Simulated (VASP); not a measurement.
Wanted: the native input for a VASP 6.6.1 run.

```yaml
Task: single point
Functional: RPBE
Dispersion: D3(BJ)
Potentials_or_basis: VASP PAW PBE potentials, release 64 (In_d, Se)
Cutoff: 520 eV
k_mesh: 8 × 8 × 2
Occupations: fermi-dirac, width 0.05 eV
Spin: no spin polarisation
Dipole_correction: no
Further_INCAR_settings: ALGO = Normal; EDIFF = 1e-06; NBANDS = 48
```

The structure of InSe lies in POSCAR:

```
InSe
1.0
    3.7385203787      0.0000000000      0.0000000000
   -1.8692601894      3.2376536205      0.0000000000
    0.0000000000      0.0000000000     15.6304687752
In Se
4 4
Direct
    0.3333333333      0.6666666667      0.0864154197
    0.3333333333      0.6666666667      0.9135845803
    0.0000000000      0.0000000000      0.4136235088
    0.0000000000      0.0000000000      0.5863764912
    0.3333333333      0.6666666667      0.3236239399
    0.3333333333      0.6666666667      0.6763760601
    0.6666666667      0.3333333333      0.1767802742
    0.6666666667      0.3333333333      0.8232197258
```

These files were run (other wordings do the same):

INCAR

```
  PREC = Accurate
  ENCUT = 520
  EDIFF = 1E-6
  ISMEAR = -1
  SIGMA = 0.05
  LREAL = False
  LASPH = True
  NELM = 80
  ALGO = Normal
  ISIF = 2
  LWAVE = False
  LCHARG = True
  GGA = RP
  IVDW = 12
  LELF = True
  LVHAR = True
  NBANDS = 48
```

KPOINTS

```
Automatic mesh
0
Gamma
  8 8 2
```

Potentials or basis: VASP PAW PBE potentials, release 64 (In_d, Se).

Run with:

```bash
$ cat potpaw_PBE.64/In_d/POTCAR potpaw_PBE.64/Se/POTCAR > POTCAR
$ mpirun -np 1 vasp_std > vasp.out
```

It gave:

The pressure is 0.1 GPa and the largest force is 0.022 eV/Å. The band gap on the k mesh is 0.77 eV (least direct gap 1.21 eV) and the dispersion energy per atom is -1.782 eV.

Caveat: the dispersion term is far too large for a dense solid, which distorts pressure and volume; the PAW data sets were made with another functional, which shifts forces and pressure a little; spin-orbit coupling is left out, which moves the levels of the heavy elements.

Wall time 2.8 min on 1 thread of Intel(R) Xeon(R) Platinum 8488C (Sapphire Rapids) (shared host), peak memory 0.38 GiB.
